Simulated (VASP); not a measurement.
Be2H3:

```xyz
5
Lattice="3.1295 0.0000 0.0000 -1.5647 2.7102 0.0000 0.0000 0.0000 3.7785" Properties=species:S:1:pos:R:3 pbc="T T T"
Be    0.0000    1.8068    0.5214
Be    1.5647    0.9034    3.2571
H     0.0000    0.0000    0.0000
H     0.0000    1.8068    2.3616
H     1.5647    0.9034    1.4169
```

- Program: VASP 6.6.1
- Task: relaxation of cell and atoms
- Functional: PBE
- Potentials or basis: VASP PAW PBE potentials, release 64 (Be, H_h)
- Cutoff: 1230 eV
- k mesh: 6 × 6 × 4
- Occupations: gaussian, width 0.1 eV
- Spin: no spin polarisation

At the start: pressure -2.2 GPa; volume 6.41 Å³/atom.

Question: How do energy, volume and symmetry change on relaxing?

Answer: Over 37 steps the energy falls by 350.9 meV/atom and the volume is 5.91 Å³/atom (-7.8 %); space group P-3m1 (No. 164, to 0.1 Å) before and after.

The path:
```csv
step,energy change (eV),largest force (eV/Å),pressure (GPa),volume (Å³)
1,0.0000,1.4727,-2.16,32.05
2,-0.2399,1.1656,-2.93,31.64
3,-0.5111,0.6587,0.82,30.34
4,-0.5161,0.3963,-0.75,30.60
5,-0.5194,0.4803,-0.26,30.51
6,-0.5860,0.3335,-1.74,30.36
7,-0.7193,0.2333,-4.42,29.88
8,-0.7082,0.9429,-5.25,28.77
9,-0.7500,0.4273,-5.44,29.46
10,-0.8143,0.4966,-3.60,28.56
11,-0.9093,0.6444,5.37,25.88
12,-0.9515,0.6482,7.11,25.52
13,-0.9645,0.6396,9.52,25.13
14,-1.0378,0.5816,6.94,25.63
15,-1.1833,0.7102,1.23,27.14
16,-1.2643,0.3707,-6.37,30.17
17,-1.2692,0.4678,-4.94,29.44
18,-1.3219,0.2848,-3.28,28.87
19,-1.3630,0.3190,-0.28,27.82
20,-1.3837,0.2952,0.11,27.59
21,-1.4226,0.2474,1.81,26.91
22,-1.4256,0.2483,2.95,26.62
23,-1.4355,0.2328,3.02,26.62
24,-1.4567,0.2065,3.18,26.62
25,-1.4197,0.7826,4.17,26.62
26,-1.4590,0.2006,3.28,26.62
27,-1.4914,0.2007,2.75,26.83
28,-1.5768,0.2997,1.24,27.42
29,-1.6769,0.4924,-0.38,28.50
30,-1.5279,1.0642,0.34,30.25
31,-1.6730,0.6346,-0.05,28.93
32,-1.7416,0.2151,0.11,29.11
33,-1.7502,0.1210,0.41,29.18
34,-1.7504,0.1122,0.46,29.18
35,-1.7504,0.1072,0.49,29.19
36,-1.7531,0.0665,0.33,29.33
37,-1.7544,0.0339,0.09,29.54
```

Final structure:
```
Be H
1.0
     2.46793    0.00000    0.00000
    -1.23396    2.13729    0.00000
     0.00000    0.00000    5.59943
Be H
2 3
Cartesian
  0.0000 1.4249 1.0790
  1.2340 0.7124 4.5204
  -1.2340 2.1373 0.0000
  0.0000 1.4249 3.7838
  1.2340 0.7124 1.8156
```

Caveat: the k points lie up to 0.49 Å⁻¹ apart in the final cell, too coarse for converged energies and pressures of a metal; a cell axis changed by over 15 % at a fixed basis, so the end point is rough; an odd number of electrons without spin polarisation forces a metal; a magnetic or distorted state may lie lower.
